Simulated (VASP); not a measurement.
# KCl in VASP: further runs, part 2 of 2

VASP 6.6.1. The steps go on from the part before.

## Step 4: Single point, PBEsol (atoms displaced along a vibrational mode, the cell strained)

File INCAR:

```
ALGO     = Normal         # electronic algorithm
EDIFF    = 1E-7           # SCF threshold, eV
ENCUT    = 520            # plane-wave cutoff, eV
GGA      = PS             # functional
ISIF     = 2              # what is computed and relaxed
ISMEAR   = 0              # smearing method
LASPH    = True           # aspherical terms in the spheres
LCHARG   = False          # write CHGCAR
LREAL    = False          # projectors in reciprocal space
LWAVE    = False          # write WAVECAR
NBANDS   = 24             # bands
NELM     = 80             # most SCF steps
PREC     = Accurate       # precision mode
SIGMA    = 0.05           # smearing width, eV
```

File KPOINTS:

```
k-points
0
Gamma
  6 6 6
```

File POSCAR:

```
KCl
1.0
    0.0000000000     -3.1207041401     -2.9022548503
   -3.1207041401      0.0000000000     -2.9022548503
    3.1207041401      3.1207041401     -5.8045097006
K Cl
2 2
Direct
    0.5000000000      0.5000000000      0.5000000000
    0.0000000000      1.0000000000      0.0000000000
    0.7609961857      0.7549528727      0.7500000000
    0.2390038143      0.2450471273      0.2500000000
```

Potentials or basis: VASP PAW PBE potentials, release 64 (K_sv, Cl).

Command:

```console
> cat potpaw_PBE.64/K_sv/POTCAR potpaw_PBE.64/Cl/POTCAR > POTCAR
> mpirun -np 1 vasp_std > vasp.out
```

OUTCAR:

```text
EDIFF = 1E-7
   ENCUT = 520
   GGA = PS
   ISIF = 2
   ISMEAR = 0
   LASPH = True
   LREAL = False
   NELM = 80
   PREC = Accurate

 ion  position               nearest neighbor table
   1  0.500  0.500  0.500-   3 2.95   4 2.95   4 3.09   3 3.09   3 3.11   4 3.11
   2  0.000  0.000  0.000-   3 2.86   4 2.86   3 3.14   4 3.14   3 3.16   4 3.16
   3  0.761  0.755  0.750-   2 2.86   1 2.95   1 3.09   1 3.11   2 3.14   2 3.16
   4  0.239  0.245  0.250-   2 2.86   1 2.95   1 3.09   1 3.11   2 3.14   2 3.16

  LATTYP: Found a base centered monoclinic cell.
 ALAT       =     7.2917708086
 B/A-ratio  =     0.6052497034
 C/A-ratio  =     1.0000000000
 COS(beta)  =    -0.2673455931

  Lattice vectors:

 A1 = (   0.0000000000,   3.1207041401,   2.9022548503)
 A2 = (   3.1207041401,   0.0000000000,   2.9022548503)
 A3 = (   3.1207041401,   3.1207041401,  -5.8045097006)

Analysis of symmetry for initial positions (statically):
=====================================================================
 Subroutine PRICEL returns:
 Original cell was already a primitive cell.

 Routine SETGRP: Setting up the symmetry group for a
 base centered monoclinic supercell.

 Subroutine GETGRP returns: Found  2 space group operations
 (whereof  2 operations were pure point group operations)
 out of a pool of  4 trial point group operations.

The static configuration has the point symmetry S_2 .

Analysis of symmetry for dynamics (positions and initial velocities):
=====================================================================
 Subroutine PRICEL returns:
 Original cell was already a primitive cell.

 Routine SETGRP: Setting up the symmetry group for a
 base centered monoclinic supercell.

 Subroutine GETGRP returns: Found  2 space group operations
 (whereof  2 operations were pure point group operations)
 out of a pool of  4 trial point group operations.

The dynamic configuration has the point symmetry S_2 .

 Subroutine INISYM returns: Found  2 space group operations
 (whereof  2 operations are pure point group operations),
 and found     1 'primitive' translations

----------------------------------------------------------------------------------------

                                     Primitive cell

  volume of cell :     113.0579

  direct lattice vectors                    reciprocal lattice vectors
     0.000000000 -3.120704140 -2.902254850     0.080110125 -0.240330376 -0.086139920
    -3.120704140  0.000000000 -2.902254850    -0.240330376  0.080110125 -0.086139920
     3.120704140  3.120704140 -5.804509701     0.080110125  0.080110125 -0.086139920

  length of vectors
     4.261675439  4.261675439  7.291770809     0.267575051  0.267575051  0.142321292

  position of ions in fractional coordinates (direct lattice)
     0.500000000  0.500000000  0.500000000
     0.000000000  0.000000000  0.000000000
     0.760996186  0.754952873  0.750000000
     0.239003814  0.245047127  0.250000000

  ion indices of the primitive-cell ions
   primitive index   ion index
                 1           1
                 2           2
                 3           3
                 4           4

----------------------------------------------------------------------------------------

 KPOINTS: k-points

Automatic generation of k-mesh.
 Grid dimensions read from file:
 generate k-points for:    6    6    6

 Generating k-lattice:

  Cartesian coordinates                     Fractional coordinates (reciprocal lattice)
     0.013351688 -0.040055063 -0.014356653     0.166666667 -0.000000000  0.000000000
    -0.040055063  0.013351688 -0.014356653    -0.000000000  0.166666667  0.000000000
     0.013351688  0.013351688 -0.014356653    -0.000000000 -0.000000000  0.166666667

  Length of vectors
     0.044595842  0.044595842  0.023720215

  Shift w.r.t. Gamma in fractional coordinates (k-lattice)
     0.000000000  0.000000000  0.000000000

 Subroutine IBZKPT returns following result:
 ===========================================

 Found    112 irreducible k-points:

 Following reciprocal coordinates:
            Coordinates               Weight
  0.000000  0.000000  0.000000      1.000000
  0.166667  0.000000  0.000000      2.000000
  0.000000 -0.166667 -0.000000      2.000000
  0.333333  0.000000  0.000000      2.000000
  0.000000 -0.333333 -0.000000      2.000000
  0.500000  0.000000  0.000000      1.000000
[... 16 lines left out ...]
  0.000000 -0.166667 -0.166667      2.000000
  0.333333  0.000000  0.166667      2.000000
 [... further k-points ...]
   k-points           NKPTS =    112   k-points in BZ     NKDIM =    112   number of bands    NBANDS=     24
   number of dos      NEDOS =    301   number of ions     NIONS =      4
   total plane-waves  NPLWV =  55296
   dimension x,y,z NGX =    32 NGY =   32 NGZ =   54
   dimension x,y,z NGXF=    64 NGYF=   64 NGZF=  108
   ions per type =               2   2
   NGX,Y,Z   is equivalent  to a cutoff of  12.48, 12.48, 12.31 a.u.
   NGXF,Y,Z  is equivalent  to a cutoff of  24.97, 24.97, 24.62 a.u.
 SYSTEM =  unknown system
   PREC   = accura    normal or accurate (medium, high low for compatibility)
   ISTART =      0    job   : 0-new  1-cont  2-samecut
   ICHARG =      2    charge: 1-file 2-atom 10-const
   ISPIN  =      1    spin polarized calculation?
   LNONCOLLINEAR =      F non collinear calculations
   LSORBIT =      F    spin-orbit coupling
   LASPH  =      T    aspherical Exc in radial PAW
   ENCUT  =  520.0 eV  38.22 Ry    6.18 a.u.   7.92  7.92 13.56*2*pi/ulx,y,z
   NELM   =     80;   NELMIN=  2; NELMDL= -5     # of ELM steps
   EDIFF  = 0.1E-06   stopping-criterion for ELM
   LREAL  =      F    real-space projection
   EDIFFG = 0.1E-05   stopping-criterion for IOM
   NSW    =      0    number of steps for IOM
   IBRION =     -1    ionic relax: 0-MD 1-quasi-New 2-CG
   NFREE  =      0    steps in history (QN), initial steepest desc. (CG)
   ISIF   =      2    stress and relaxation
   ISYM   =      2    0-nonsym 1-usesym 2-fastsym
   POTIM  = 0.5000    time-step for ionic-motion
   TEBEG  =    0.0;   TEEND  =   0.0 temperature during run
   PSTRESS=    0.0 pullay stress
   NELECT =      32.0000    total number of electrons
   NUPDOWN=      -1.0000    fix difference up-down
   EMIN   =  10.00;   EMAX   =-10.00  energy-range for DOS
   EFERMI =   0.00;   METHOD = LEGACY
   ISMEAR =     0;   SIGMA  =   0.05  broadening in eV -4-tet -1-fermi 0-gaus
   EFERMI_NEDOS =   21; number of points for ismear=-14 and -15
   IALGO  =     38    algorithm
   IMIX   =      4    mixing-type and parameters
     AMIX     =   0.40;   BMIX     =  1.00
     AMIX_MAG =   1.60;   BMIX_MAG =  1.00
  volume/ion in A,a.u.               =      28.26       190.74
  Fermi-wavevector in a.u.,A,eV,Ry     =   1.074875  2.031219 15.719573  1.155356
  Thomas-Fermi vector in A             =   2.210715
   LORBIT       =      0    0 simple, 1 ext, 2 COOP (PROOUT), +10 PAW based schemes
   GGA     = PS    functional components
   LHFCALC =     F    Hartree Fock is set to
   AEXX    =    0.0000 exact exchange contribution
   IVDW    =     0    specifies the selected vdW correction
   LEPSILON=     F    determine dielectric tensor
   LRPA    =     F    only Hartree local field effects (RPA)
 non-spin polarized calculation
 Gauss-broadening in eV      SIGMA  =   0.05
  energy-cutoff  :      520.00
  volume of cell :      113.06
 maximum number of plane-waves:      3086
   NGX = 15   NGY = 15   NGZ = 27

 number of electron      31.9999998 magnetization

 Free energy of the ion-electron system (eV)
  ---------------------------------------------------
  ext. energy  EPLUGINS =         0.00000000
  ---------------------------------------------------
  free energy    TOTEN  =       -13.91260718 eV

  energy without entropy =      -13.91260718  energy(sigma->0) =      -13.91260718

 E-fermi :  -1.1884     XC(G=0):  -8.1388

 val. band max:       -1.4115095682   @ k =   0.0000   0.0000   0.0000
 cond. band min:       3.8246015063   @ k =   0.0000   0.0000   0.0000
 fundamental gap:      5.2361110745
 Fermi energy:        -1.1884331848

 k-point     1 :       0.0000    0.0000    0.0000
  band No.  band energies     occupation
      1     -28.3039      2.00000
      2     -28.2787      2.00000
      3     -13.9753      2.00000
      4     -13.7120      2.00000
      5     -11.8602      2.00000
      6     -11.8551      2.00000
[... 16 lines left out ...]
     23       7.5798      0.00000
     24       8.0463      0.00000
[... 598 lines left out ...]
      2     -28.2734      2.00000
      3     -13.8721      2.00000
      4     -13.7549      2.00000
      5     -11.9935      2.00000
      6     -11.8819      2.00000
[... 16 lines left out ...]
     23       8.4442      0.00000
     24       8.8709      0.00000

 [... further k-points ...]
[... 5 lines left out ...]
  --------------------------------------------------------------------------------------
  -------------------------------------------------------------------------------------
  Total        0.3906127      0.4104495      3.8026488     -0.0009320     -0.0176051     -0.0083349
  in kB        5.5354923      5.8166057     53.8884969     -0.0132081     -0.2494866     -0.1181157
  external PRESSURE =      21.7468650 kB  Pullay stress =       0.0000000 kB

 VOLUME and BASIS-vectors are now :
 -----------------------------------------------------------------------------
  energy-cutoff  :      520.00
  volume of cell :      113.06
      direct lattice vectors                 reciprocal lattice vectors
     0.000000000 -3.120704140 -2.902254850     0.080110125 -0.240330376 -0.086139920
    -3.120704140  0.000000000 -2.902254850    -0.240330376  0.080110125 -0.086139920
     3.120704140  3.120704140 -5.804509701     0.080110125  0.080110125 -0.086139920

 POSITION                                       TOTAL-FORCE (eV/Angst)
 -----------------------------------------------------------------------------------
      0.00000      0.00000     -5.80451        -0.000000      0.000000      0.000000
      0.00000      0.00000      0.00000        -0.000000      0.000000     -0.000000
     -0.01546     -0.03432     -8.75305         0.020437      0.047359      0.191303
      0.01546      0.03432     -2.85597        -0.020437     -0.047359     -0.191303
 -----------------------------------------------------------------------------------
    total drift:                               -0.000000     -0.000000      0.000000

  FREE ENERGIE OF THE ION-ELECTRON SYSTEM (eV)
  ---------------------------------------------------
  free  energy   TOTEN  =       -13.9126071756 eV

  energy  without entropy=      -13.9126071756  energy(sigma->0) =      -13.91260718
```

Run time: 4.3 min. Hardware: 1 thread of Intel Xeon 8259CL, shared host; peak memory 0.39 GiB.

What came out:

```yaml
Free_energy: -13.9126 eV
Pressure: 2.2 GPa
Largest_force: 0.198 eV/Å
Band_gap_on_the_k_mesh: 5.24 eV
```

Forces on the atoms (eV/Å):
```
K    0.000  0.000  0.000
K    0.000  0.000  0.000
Cl   0.020  0.047  0.191
Cl  -0.020 -0.047 -0.191
```

Caveat: the cell differs from its parent crystal (atoms displaced along a vibrational mode, the cell strained); the PAW data sets were made with another functional, which shifts forces and pressure a little. A k mesh can miss the band edges.

## Step 5: Overview

| cell | gap on the mesh (eV) | pressure (GPa) | largest force (eV/Å) |
| --- | --- | --- | --- |
| a = 4.312, b = 4.312, c = 7.408 Å, angles 75.6, 75.6, 61.6°, 4 atoms, atomic positions A | 5.19 | 1.4 | 0.31 |
| a = 4.570, b = 4.570, c = 8.005 Å, angles 69.9, 69.9, 57.7°, 4 atoms, atomic positions B | 4.87 | -0.8 | - |
| a = 4.262, b = 4.262, c = 7.292 Å, angles 76.8, 76.8, 62.4°, 4 atoms, atomic positions C | 5.24 | 2.2 | 0.20 |

Alike in all rows: task single point; level PBEsol; potentials or basis VASP PAW PBE potentials, release 64 (K_sv, Cl); no spin polarisation; k mesh 6 × 6 × 6; cutoff (eV) 520; smearing gaussian 0.05 eV.

Caveats: the PAW data sets were made with another functional, which shifts forces and pressure a little.

Total energies depend on the potentials used, so only differences within one code and one set of settings carry meaning.
